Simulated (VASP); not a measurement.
# CdSe: single point with PBE

The system is CdSe.

```
Cd Se
1.0
     0.00000    2.78616    2.78616
     2.78616    0.00000    2.78616
     2.78616    2.78616    0.00000
Cd Se
1 1
Direct
  0.00000 0.00000 0.00000
  0.75000 0.75000 0.75000
```

```json
{
  "Program": "VASP 6.6.1",
  "Task": "single point",
  "Functional": "PBE",
  "Potentials or basis": "VASP PAW PBE potentials, release 64 (Cd, Se)",
  "Cutoff": "520 eV",
  "k mesh": "6 × 6 × 6",
  "Occupations": "gaussian, width 0.01 eV",
  "Spin": "no spin polarisation",
  "Dipole correction": "no",
  "Further INCAR settings": "ALGO = Normal; EDIFF = 1e-06; NBANDS = 16"
}
```

```
Pressure               : 31.0 GPa
Band gap on the k mesh : 1.12 eV, direct
```

Levels at points of the mesh, in eV from the valence-band top:
```tsv
k point	band 6	band 7	band 8	band 9	band 10	band 11	band 12	band 13
(0.00, 0.00, 0.00)	-8.55	0.00	0.00	0.00	1.12	5.77	5.77	5.77
(0.50, 0.00, 0.00)	-8.00	-6.26	-1.22	-1.22	2.62	6.35	6.35	7.90
(0.50, 0.50, 0.00)	-7.91	-5.45	-2.96	-2.96	2.51	3.73	10.59	11.80
```

Run time: 13 s on 1 thread of AMD EPYC 7R13 Processor (Zen 3), on a shared host, peak memory 0.14 GiB.
